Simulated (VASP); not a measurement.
PbO (CsCl type): single point with PBE

The system is PbO (CsCl type).

```xyz
2
Lattice="3.1038 0.0000 0.0000 0.0000 3.1038 0.0000 0.0000 0.0000 3.1038" Properties=species:S:1:pos:R:3 pbc="T T T"
Pb    0.0000    0.0000    0.0000
O     1.5519    1.5519    1.5519
```

This cell differs from its parent crystal: volume scaled by 0.9.

```json
{
  "Program": "VASP 6.6.1",
  "Task": "single point",
  "Functional": "PBE",
  "Potentials or basis": "VASP PAW PBE potentials, release 64 (Pb_d, O)",
  "Cutoff": "520 eV",
  "k mesh": "13 × 13 × 13",
  "Occupations": "fermi-dirac, width 0.05 eV",
  "Spin": "no spin polarisation"
}
```

The pressure is 12.5 GPa and the band gap on the k mesh is 0.64 eV, indirect (least direct gap 0.73 eV).

Levels at points of the mesh, in eV from the valence-band top:
```
           k point  band 7  band 8  band 9  band 10  band 11  band 12  band 13  band 14
(0.00, 0.00, 0.00)   -8.40   -2.14   -2.14    -2.14     9.22     9.22     9.22     9.96
```

It took 39 s on 1 thread of Intel Xeon 8259CL, with other jobs on the host, peak memory 0.17 GiB.

Caveat: spin-orbit coupling is left out, which moves the levels of the heavy elements. A k mesh can miss the band edges.
